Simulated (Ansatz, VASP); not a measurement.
**AlAs in VASP and in Ansatz**

The input INCAR:

```
SYSTEM = AlAs
ALGO     = Normal         ! electronic algorithm
EDIFF    = 1E-6           ! SCF threshold, eV
ENCUT    = 500            ! plane-wave cutoff, eV
GGA      = PS             ! functional
GGA_COMPAT= .FALSE.      
ISIF     = 2              ! what is computed and relaxed
ISMEAR   = 0              ! smearing method
LASPH    = .TRUE.         ! aspherical terms in the spheres
LCHARG   = .TRUE.         ! write CHGCAR
LELF     = .TRUE.         ! ELF
LREAL    = .FALSE.        ! projectors in reciprocal space
LVHAR    = .TRUE.       
LWAVE    = .FALSE.        ! write WAVECAR
NBANDS   = 11             ! bands
NELM     = 120            ! most SCF steps
PREC     = Accurate       ! precision mode
SIGMA    = 0.01           ! smearing width, eV
```

The input KPOINTS:

```
k-points
0
G
  8 8 8
  0 0 0
```

Contents of POSCAR:

```
AlAs
1.0
    0.0000000000      2.8372296537      2.8372296537
    2.8372296537      0.0000000000      2.8372296537
    2.8372296537      2.8372296537      0.0000000000
Al As
1 1
Direct
    0.0000000000      0.0000000000      0.0000000000
    0.2500000000      0.2500000000      0.2500000000
```

Input for Ansatz:

```yaml
crystal:
  lattice:
    - [0.0, 2.8372296537, 2.8372296537]
    - [2.8372296537, 0.0, 2.8372296537]
    - [2.8372296537, 2.8372296537, 0.0]
  atoms:
    - { symbol: Al, position: [0.0, 0.0, 0.0] }
    - { symbol: As, position: [0.25, 0.25, 0.25] }
basis:
  ecutwfc: 600.0
kpoints:
  mp_grid: { grid: [8, 8, 8] }
  band_path:
    path:
      - [0.0, 0.0, 0.0]
      - [0.0, 0.0, 0.0]
      - [0.5, 0.5, 0.0]
      - [0.5, 0.5, 0.5]
      - [0.0054187095, 0.0054187095, 0.0]
      - [-0.0054187095, -0.0054187095, 0.0]
      - [0.0062569868, 0.0062569868, 0.0062569868]
      - [-0.0062569868, -0.0062569868, -0.0062569868]
      - [0.0054187095, 0.0054187095, 0.0]
      - [-0.0054187095, -0.0054187095, 0.0]
      - [0.5054187095, 0.5054187095, 0.0]
      - [0.4945812905, 0.4945812905, 0.0]
      - [0.5, 0.5054187095, 0.0054187095]
      - [0.5, 0.4945812905, -0.0054187095]
      - [0.5062569868, 0.5062569868, 0.5062569868]
      - [0.4937430132, 0.4937430132, 0.4937430132]
      - [0.4961683938, 0.5038316062, 0.5]
      - [0.5038316062, 0.4961683938, 0.5]
    npoints: 1
hamiltonian:
  xc: pbesol
  pseudopotentials: { kind: paw, azcp: { folder: soft_1 } }
scf:
  occupations: { method: fixed }
  n_extra_bands: 5
output:
  forces: true
  stress: true
  eigenvalues: true
```

Alike in both runs: task single point; functional PBEsol; k mesh 8 × 8 × 8; no spin polarisation.

```csv
,VASP,Ansatz
version,VASP 6.6.1,Ansatz 0.2.0
potentials or method,"VASP PAW PBE potentials, release 64 (Al, As), cutoff 500 eV","scalar-relativistic, plane waves, PAW"
occupations,"gaussian, width 0.01 eV",fixed
valence electrons in the cell,8,18
```

Ansatz gave:

```
gap on the k mesh at the Fermi level (eV) : 1.34
least direct gap on the mesh (eV)         : 1.91
pressure (GPa)                            : 0.0
```

Question: Estimate VASP's values.

Answer: gap on the k mesh at the Fermi level (eV): 1.33; least direct gap on the mesh (eV): 1.92; pressure (GPa): 0.3.

VASP's potentials were made for PBE, not for PBEsol, and Ansatz warns of the same on its side. VASP's potentials hold 8 valence electrons a cell and Ansatz's 18, so a difference there can come from the potentials and not from the codes.
